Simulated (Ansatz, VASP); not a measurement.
# One calculation of SnSe2, two programs

Contents of POSCAR:

```
SnSe2
1.0
    3.7486463432      0.0000000000      0.0000000000
   -1.8743231716      3.2464229631      0.0000000000
    0.0000000000      0.0000000000      6.3398364817
Sn Se
1 2
Direct
    0.0000000000      0.0000000000      0.0000000000
    0.3333333333      0.6666666667      0.2525492917
    0.6666666667      0.3333333333      0.7474507083
```

File INCAR.step1:

```
PREC = Accurate ; ENCUT = 520
ISMEAR = 0 ; SIGMA = 0.01
LREAL = False ; LASPH = True
NELM = 80 ; NBANDS = 20
GGA = PE ; ALGO = Normal
EDIFF = 1E-4 ; LWAVE = True
LCHARG = False
```

Contents of INCAR.step2:

```
PREC = Accurate ; ENCUT = 520
EDIFF = 1E-6 ; ISMEAR = 0
SIGMA = 0.01 ; LREAL = False
LASPH = True ; NELM = 80
ALGO = Normal ; ISIF = 2
LWAVE = False ; LCHARG = False
METAGGA = R2SCAN ; LMIXTAU = True
NBANDS = 20 ; ISTART = 1
```

The input KPOINTS:

```
regular mesh
0
Gamma
  12 12 4
```

Input for Ansatz:

```yaml
crystal:
  lattice:
    - [3.7486463432, 0.0, 0.0]
    - [-1.8743231716, 3.2464229631, 0.0]
    - [0.0, 0.0, 6.3398364817]
  atoms:
    - { symbol: Sn, position: [0.0, 0.0, 0.0] }
    - { symbol: Se, position: [0.3333333333, 0.6666666667, 0.2525492917] }
    - { symbol: Se, position: [0.6666666667, 0.3333333333, 0.7474507083] }
kpoints:
  mp_grid: { grid: [12, 12, 4] }
  band_path:
    path:
      - [0.0, 0.0, 0.0]
      - [0.5, 0.0, 0.0]
      - [0.3333333333, 0.3333333333, 0.0]
      - [0.0, 0.0, 0.5]
      - [0.5, 0.0, 0.5]
      - [0.3333333333, 0.3333333333, 0.5]
      - [0.0, 0.130208, -0.161458]
      - [0.0, 0.46875, 0.369792]
    npoints: 1
hamiltonian:
  xc: r2scan
scf:
  occupations: { method: fixed }
  n_extra_bands: 4
output:
  forces: true
  stress: true
  eigenvalues: true
  write_density: true
  write_potential: true
  elf: true
  volumetric_format: npy
```

Change from the starting cell: epitaxial_xy strain -2.0%.

Alike in both runs: task single point; functional r2SCAN; k mesh 12 × 12 × 4; no spin polarisation.

```csv
,VASP,Ansatz
version,VASP 6.6.1,Ansatz 0.2.0
potentials or method,"VASP PAW PBE potentials, release 64 (Sn_d, Se)","plane waves, PAW"
plane-wave cutoff (eV),520,500
occupations,"gaussian, width 0.01 eV",fixed
valence electrons in the cell,26,46
```

|  | VASP | Ansatz | Ansatz less VASP |
| --- | --- | --- | --- |
| gap on the k mesh at the Fermi level (eV) | 0.89 | 0.89 | -0.004 |
| pressure (GPa) | 2.9 | 2.8 | -0.07 |
| traceless stress, the component that is largest in VASP (GPa) | -1.97 | -1.97 | +0.001 |
| rms of the force components (eV/Å) | 0.009 | 0.016 | +0.0072 |

VASP's potentials were made for PBE, not for r2SCAN. Atom by atom the forces differ by 0.007 eV/Å (rms over components). VASP's potentials hold 26 valence electrons a cell and Ansatz's 46, so a difference there can come from the potentials and not from the codes.
